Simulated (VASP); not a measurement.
# Al35InN36 (a cell with a defect) in VASP: a series of runs, part 2 of 2

VASP 6.6.1. The steps go on from the part before.

### Step 3. Single point, PBE, collinear spin

INCAR

```
ALGO = Normal
EDIFF = 1E-6
ENCUT = 520
GGA = PE
GGA_COMPAT = False
ISIF = 2
ISMEAR = 0
ISPIN = 2
ISYM = -1
LASPH = True
LCHARG = True
LELF = True
LORBIT = 11
LREAL = Auto
LVHAR = True
LWAVE = False
MAGMOM = 0 0 0 0 0 0 0 0 0 0 0 0 0 0 0 0 0 0 0 0 0 0 0 0 0 0 0 0 0 0 0 0 0 0 0 0.02 0.02 0.01 0.01 0.03 0.03 0.05 0.02 0.02 0.01 0.02 0.01 0.02 0.02 0.01 0.01 0.05 0.02 0.04 0.12 0.05 0.03 0.04 0.02 0.01 0.01 0.01 0.01 0.02 0.03 0.01 0.02 0.01 0.03 0.02 0.01 0.01
NBANDS = 195
NELECT = 297.0
NELM = 200
NUPDOWN = 1.0
PREC = Accurate
SIGMA = 0.01
```

KPOINTS

```
explicit points
1
Reciprocal
  0.25000000   0.25000000   0.25000000 1
```

POSCAR

```
Al35InN36
1.0
    9.3892708692      0.0000000883      0.0000000000
   -4.6946355111      8.1313470516      0.0000000000
    0.0000000000      0.0000000000     10.0348065900
Al N In
35 36 1
Direct
    0.2218108109      0.1108918797      0.2490623190
    0.1072699207      0.2187638894      0.4995421339
    0.2221406992      0.1110110884      0.7491602121
    0.1096787277      0.2198385728      0.9991899544
    0.2180592281      0.4422636008      0.2451114792
    0.1071494510      0.5551609537      0.4992448900
    0.2175095976      0.4421815740      0.7541870986
    0.1097361057      0.5567032232      0.9991876786
    0.2219111393      0.7780715696      0.2490564803
    0.1112563694      0.8891247269      0.4988042637
    0.2221196274      0.7780374891      0.7489153121
    0.1111747639      0.8891222227      0.9993157551
    0.5557798780      0.1113466242      0.2491837322
    0.4448168852      0.2187575103      0.4993984797
    0.5561910802      0.1116785894      0.7491400180
    0.4432874407      0.2200142907      0.9993058743
    0.5568648573      0.4425803847      0.2449076706
    0.5577460460      0.4420865581      0.7543664771
    0.4444879865      0.5558412454      0.9999942313
    0.5574207540      0.7814787330      0.2446637516
    0.4450721077      0.8933583509      0.4992204933
    0.5581264139      0.7827171989      0.7547433420
    0.4435130990      0.8901802137      0.9992782014
    0.8888545318      0.1115249180      0.2493007689
    0.7778465962      0.2225224112      0.4985161560
    0.8886428189      0.1116715280      0.7492065230
    0.7778304141      0.2222911712      0.9993592581
    0.8884528545      0.4442687950      0.2489932555
    0.7815805972      0.5558781345      0.4993641393
    0.8884925869      0.4439647865      0.7492690208
    0.7796351654      0.5565236092      0.9992646674
    0.8892715807      0.7781943186      0.2491756267
    0.7819721937      0.8933954918      0.4993704645
    0.8891858507      0.7781672912      0.7490903639
    0.7798931790      0.8905407279      0.9994154030
    0.2224547984      0.1119343315      0.4402969324
    0.1103237742      0.2202436139      0.1885298179
    0.2218823516      0.1109525063      0.9392957974
    0.1115361515      0.2226533360      0.6904923833
    0.1995861553      0.4330913076      0.4336086754
    0.1105723322      0.5566496197      0.1889152602
    0.2205882376      0.4440770215      0.9442422038
    0.1114883462      0.5553968661      0.6903854861
    0.2225097804      0.7779628595      0.4404745577
    0.1114067101      0.8889037407      0.1900596368
    0.2219536855      0.7783756807      0.9394487403
    0.1114854712      0.8889300531      0.6894105501
    0.5558781458      0.1119388632      0.4395326773
    0.4434814028      0.2203419325      0.1888611628
    0.5557801747      0.1117243302      0.9394112215
    0.4449637274      0.2226660965      0.6903797047
    0.5666075381      0.4340784097      0.4338926371
    0.4444260054      0.5554151854      0.1921609806
    0.5560870813      0.4440007400      0.9443509876
    0.4450509265      0.5558917235      0.7127383215
    0.5675129491      0.8012872848      0.4337044139
    0.4436759458      0.8897344612      0.1890113060
    0.5562875365      0.7798608712      0.9445663848
    0.4451912187      0.8888637845      0.6903978739
    0.8887621115      0.1120410701      0.4393990487
    0.7779061479      0.2222080885      0.1899109063
    0.8885070370      0.1116699740      0.9392128448
    0.7780639948      0.2224111704      0.6893322633
    0.8886858071      0.4447525063      0.4393619177
    0.7796510560      0.5566344009      0.1892170655
    0.8885677621      0.4445117459      0.9395267200
    0.7777212218      0.5554304065      0.6905400378
    0.8886433824      0.7781230061      0.4403229038
    0.7799907174      0.8898140437      0.1890608823
    0.8891374348      0.7783925373      0.9397300995
    0.7779040030      0.8889638671      0.6904645853
    0.4440682249      0.5562592038      0.4985671404
```

Potentials or basis: VASP PAW PBE potentials, release 64 (Al, N, In_d).

The run is started by

```sh
$ cat potpaw_PBE.64/Al/POTCAR potpaw_PBE.64/N/POTCAR potpaw_PBE.64/In_d/POTCAR > POTCAR
$ mpirun -np 1 vasp_std > vasp.out
```

It took 19 min on 1 thread of Intel Xeon Platinum 8259CL at 2.50GHz (Skylake/Cascade Lake), shared host; peak memory 1.2 GiB.

It converged, with:

```yaml
Free_energy: -538.1775 eV
Largest_force: 0.035 eV/Å
Net_moment: 1.00 μB per cell
Site_moments: Al -0.00, +0.00 (each value once); N +0.01, +0.02, +0.03, +0.04, +0.10 (each value once); In +0.02 μB
Valence_electrons_inside_the_program's_atomic_spheres: Al 0.80, 0.81, 0.79 (each value once); N 3.84, 3.85, 3.83, 3.86, 3.80 (each value once); In 11.69
```

Forces in eV/Å, atoms in the order of the input:
```
Al   0.009  0.005 -0.002
Al   0.005 -0.006 -0.006
Al  -0.005 -0.005 -0.004
Al   0.022 -0.006  0.001
Al   0.002 -0.001 -0.016
Al   0.010  0.000  0.000
Al  -0.003 -0.007 -0.022
Al   0.008  0.003 -0.002
Al   0.009  0.001  0.003
Al  -0.005 -0.003  0.013
Al   0.001  0.005  0.000
Al  -0.002  0.001 -0.001
Al  -0.003  0.006  0.010
Al  -0.020  0.014  0.001
Al   0.010 -0.011  0.008
Al  -0.007 -0.017 -0.008
Al  -0.007 -0.019  0.011
Al   0.005  0.013 -0.019
Al  -0.001 -0.007 -0.016
Al  -0.003 -0.005  0.001
Al   0.001 -0.018  0.014
Al   0.016  0.005 -0.021
Al  -0.004  0.003 -0.008
Al  -0.008  0.000  0.019
Al   0.022 -0.002 -0.003
Al   0.000  0.001  0.000
Al  -0.014  0.002  0.010
Al   0.010 -0.003  0.020
Al  -0.013 -0.004  0.010
Al  -0.002  0.009 -0.001
Al   0.000  0.009  0.005
Al  -0.002  0.010  0.017
Al   0.009  0.000  0.024
Al   0.000  0.000  0.004
Al   0.012 -0.010 -0.003
N    0.003  0.008  0.008
N    0.008  0.001  0.002
N   -0.005  0.014  0.007
N    0.002  0.004  0.001
N   -0.004  0.008  0.018
N   -0.003  0.001 -0.004
N    0.005  0.006 -0.002
N    0.008  0.000  0.005
N    0.006 -0.003 -0.005
N   -0.005  0.002 -0.010
N    0.006  0.003  0.001
N   -0.001  0.001 -0.003
N    0.004 -0.001 -0.015
N    0.001  0.003  0.001
N    0.002  0.001 -0.001
N   -0.007  0.000  0.003
N   -0.004  0.001  0.013
N   -0.008  0.002  0.014
N   -0.004  0.008 -0.001
N    0.000 -0.004  0.035
N   -0.009  0.009  0.005
N   -0.006 -0.004  0.003
N   -0.004 -0.004 -0.003
N   -0.001 -0.004 -0.011
N   -0.012  0.005 -0.014
N    0.000  0.003 -0.014
N   -0.002  0.002 -0.006
N    0.001 -0.003  0.006
N   -0.002 -0.004 -0.001
N    0.008  0.000 -0.016
N   -0.001 -0.002 -0.012
N   -0.004  0.000 -0.006
N   -0.006  0.004 -0.009
N    0.010 -0.003 -0.015
N   -0.007 -0.005 -0.010
N   -0.009 -0.012  0.001
In  -0.011  0.004 -0.009
```

Caveat: the cell carries a net charge on a neutralising background, which shifts energy and pressure; the cell is charged against a uniform background, so pressure and absolute levels hang on convention; spin-orbit coupling is left out, which moves the levels of the heavy elements; the total moment is fixed, so each spin has its own Fermi level and the state may be an excited one.

### Step 4. Single point, HSE06

POSCAR

```
Al35InN36
1.0
    9.3892708692      0.0000000866      0.0000000000
   -4.6946355096      8.1313470524      0.0000000000
    0.0000000000      0.0000000000     10.0348065929
Al N In
35 36 1
Direct
    0.2218561488      0.1116009326      0.2488365823
    0.1070782267      0.2197757981      0.4990118605
    0.2220166218      0.1118681424      0.7486826420
    0.1097670816      0.2212724996      0.9991317068
    0.2180715983      0.4431267923      0.2446474226
    0.1069991591      0.5554615777      0.4988885837
    0.2189211569      0.4436456419      0.7546008939
    0.1097308744      0.5570270020      0.9991913141
    0.2218674948      0.7785986989      0.2488523135
    0.1108570127      0.8895614237      0.4986774152
    0.2219694449      0.7784772430      0.7486237484
    0.1107772406      0.8896384218      0.9988933997
    0.5550454833      0.1117615446      0.2490797654
    0.4447505267      0.2203632827      0.4988693053
    0.5556017246      0.1120464632      0.7486497636
    0.4434315054      0.2213353582      0.9991356103
    0.5570590952      0.4434035004      0.2448138211
    0.5567201063      0.4437647783      0.7544465181
    0.4440906627      0.5563493403      0.9991823510
    0.5572995178      0.7823208805      0.2447050582
    0.4449678467      0.8933763441      0.4988715700
    0.5567448122      0.7814696906      0.7545502016
    0.4434284852      0.8906918728      0.9991583937
    0.8886831024      0.1116991445      0.2490384589
    0.7774013501      0.2230576695      0.4980818236
    0.8884048023      0.1120042834      0.7487781881
    0.7774150215      0.2229926617      0.9988732722
    0.8886497545      0.4454125084      0.2490550725
    0.7800488807      0.5556967324      0.4988946494
    0.8884037576      0.4448263222      0.7486979799
    0.7790493243      0.5569728532      0.9991106283
    0.8888437587      0.7785972047      0.2488279688
    0.7805652088      0.8932604366      0.4990418901
    0.8886420575      0.7784885897      0.7486870952
    0.7791444522      0.8906635497      0.9991018732
    0.2218842132      0.1122581240      0.4398177168
    0.1100024744      0.2205121838      0.1881677237
    0.2215385530      0.1116653855      0.9388272214
    0.1112269047      0.2232535619      0.6899121236
    0.1987466765      0.4333973175      0.4323504775
    0.1100453608      0.5573136381      0.1882479499
    0.2195710516      0.4443186148      0.9437738738
    0.1112553146      0.5557729479      0.6897451486
    0.2219590453      0.7784396417      0.4398609278
    0.1110248601      0.8894105573      0.1895715655
    0.2215537985      0.7788763249      0.9387819948
    0.1110390019      0.8894205849      0.6889953879
    0.5552806822      0.1123255513      0.4392337444
    0.4431308498      0.2206741686      0.1882177366
    0.5553775566      0.1122329150      0.9387235017
    0.4446223046      0.2233862386      0.6897628831
    0.5657760831      0.4346621301      0.4324429184
    0.4442647944      0.5561451168      0.1912574749
    0.5560252897      0.4443690612      0.9436273404
    0.4442472920      0.5561381239      0.7111384827
    0.5669106315      0.8014803566      0.4323686898
    0.4431620885      0.8904018195      0.1882705652
    0.5561022328      0.7808395330      0.9437369746
    0.4446628614      0.8892026654      0.6897584639
    0.8880838130      0.1122146752      0.4390511702
    0.7776568133      0.2228037865      0.1894894088
    0.8882053305      0.1122094446      0.9387622882
    0.7776715680      0.2227813650      0.6888620906
    0.8880371322      0.4451490160      0.4392151279
    0.7797607539      0.5573001383      0.1882133995
    0.8881823837      0.4450511802      0.9387295455
    0.7770905602      0.5558443296      0.6897894596
    0.8881649743      0.7785544440      0.4398136602
    0.7798643174      0.8903912969      0.1881478455
    0.8887448827      0.7788678780      0.9388308131
    0.7771823339      0.8892169868      0.6899102470
    0.4434755151      0.5567633500      0.4993593845
```

INCAR.step1

```
PREC = Accurate
ENCUT = 520
EDIFF = 1E-5
ISMEAR = -1
SIGMA = 0.01
LREAL = Auto
LASPH = T
NELM = 120
ALGO = Normal
ISIF = 2
LWAVE = T
LCHARG = F
GGA = PE
NBANDS = 191
GGA_COMPAT = F
ISYM = -1
```

INCAR.step2

```
PREC = Accurate
ENCUT = 520
EDIFF = 1E-6
ISMEAR = -1
SIGMA = 0.01
LREAL = Auto
LASPH = T
NELM = 120
ALGO = Normal
ISIF = 2
LWAVE = F
LCHARG = F
GGA = PE
LHFCALC = T
HFSCREEN = 0.2079
PRECFOCK = Fast
ISTART = 1
NBANDS = 191
GGA_COMPAT = F
ISYM = -1
```

KPOINTS is that of step 3.

The run is started by

```sh
$ cat potpaw_PBE.64/Al/POTCAR potpaw_PBE.64/N/POTCAR potpaw_PBE.64/In_d/POTCAR > POTCAR
$ cp INCAR.step1 INCAR
$ mpirun -np 1 vasp_std > vasp.out
$ cp INCAR.step2 INCAR
$ mpirun -np 1 vasp_std > vasp.out
```

Wall time 49 min (1 thread of Intel Xeon Platinum 8259CL at 2.50GHz (Skylake/Cascade Lake), shared host); peak memory 1.1 GiB.

Results (log left out):

```yaml
Free_energy: -624.6250 eV
Pressure: -3.2 GPa
Largest_force: 0.167 eV/Å
Band_gap_on_the_k_mesh: 6.42 eV
```

Forces on the atoms (eV/Å):
```
Al  -0.002  0.002 -0.008
Al  -0.051  0.017 -0.035
Al  -0.004 -0.003  0.013
Al  -0.005  0.008  0.014
Al  -0.029 -0.018  0.036
Al  -0.006 -0.056 -0.033
Al   0.033  0.020  0.030
Al   0.009 -0.011  0.011
Al   0.002 -0.001 -0.008
Al  -0.001  0.000  0.001
Al   0.004 -0.001  0.009
Al   0.002  0.000  0.004
Al  -0.001  0.000  0.008
Al   0.049  0.016 -0.032
Al   0.005  0.002  0.012
Al   0.006  0.010  0.014
Al   0.028 -0.017  0.032
Al  -0.034  0.015  0.030
Al   0.001 -0.003 -0.012
Al   0.000  0.032  0.028
Al   0.042  0.033 -0.030
Al   0.002 -0.034  0.035
Al   0.013 -0.001  0.016
Al  -0.004  0.004  0.004
Al   0.004 -0.004 -0.010
Al  -0.006  0.006  0.007
Al   0.000  0.002  0.006
Al   0.003 -0.001  0.011
Al   0.012 -0.052 -0.034
Al  -0.001 -0.003  0.007
Al  -0.004 -0.009  0.017
Al  -0.002  0.000 -0.007
Al  -0.040  0.037 -0.040
Al  -0.003 -0.002  0.014
Al  -0.009 -0.003  0.018
N    0.000 -0.007  0.006
N   -0.001  0.007 -0.013
N    0.003 -0.002 -0.006
N   -0.005 -0.004 -0.001
N    0.129  0.090  0.056
N    0.002 -0.004 -0.011
N   -0.009 -0.004 -0.019
N   -0.008  0.000  0.001
N   -0.003  0.003  0.002
N   -0.002  0.002  0.002
N   -0.003  0.003 -0.006
N   -0.001  0.002 -0.005
N   -0.023 -0.014  0.012
N   -0.001  0.008 -0.011
N   -0.006 -0.004 -0.008
N    0.001 -0.003 -0.003
N   -0.119  0.068  0.059
N   -0.001  0.001  0.006
N    0.011 -0.006 -0.015
N   -0.004  0.001 -0.154
N   -0.011 -0.148  0.060
N    0.005 -0.002 -0.014
N    0.000  0.011 -0.018
N   -0.005  0.003 -0.003
N    0.029 -0.012  0.023
N   -0.001 -0.002 -0.011
N    0.007 -0.002 -0.004
N   -0.002  0.000  0.006
N    0.005  0.028  0.014
N   -0.010 -0.001 -0.015
N    0.001  0.006 -0.006
N    0.003  0.003 -0.003
N    0.006  0.003  0.007
N   -0.005 -0.003 -0.012
N    0.003  0.001 -0.008
N    0.000  0.002  0.000
In   0.004 -0.008 -0.034
```

Stress tensor (GPa, compression positive):
```
-3.08 -0.81  0.00
-0.81 -4.00  0.00
 0.00  0.00 -2.51
```

Levels at points of the mesh, in eV from the valence-band top:
| k point | band 145 | band 146 | band 147 | band 148 | band 149 | band 150 | band 151 | band 152 | band 153 | band 154 |
| --- | --- | --- | --- | --- | --- | --- | --- | --- | --- | --- |
| (0.25, 0.25, 0.25) | -0.36 | -0.25 | -0.17 | -0.12 | 0.00 | 6.42 | 6.70 | 6.76 | 7.01 | 7.03 |

Caveat: the PAW data sets were made with another functional, which shifts forces and pressure a little; spin-orbit coupling is left out, which moves the levels of the heavy elements.
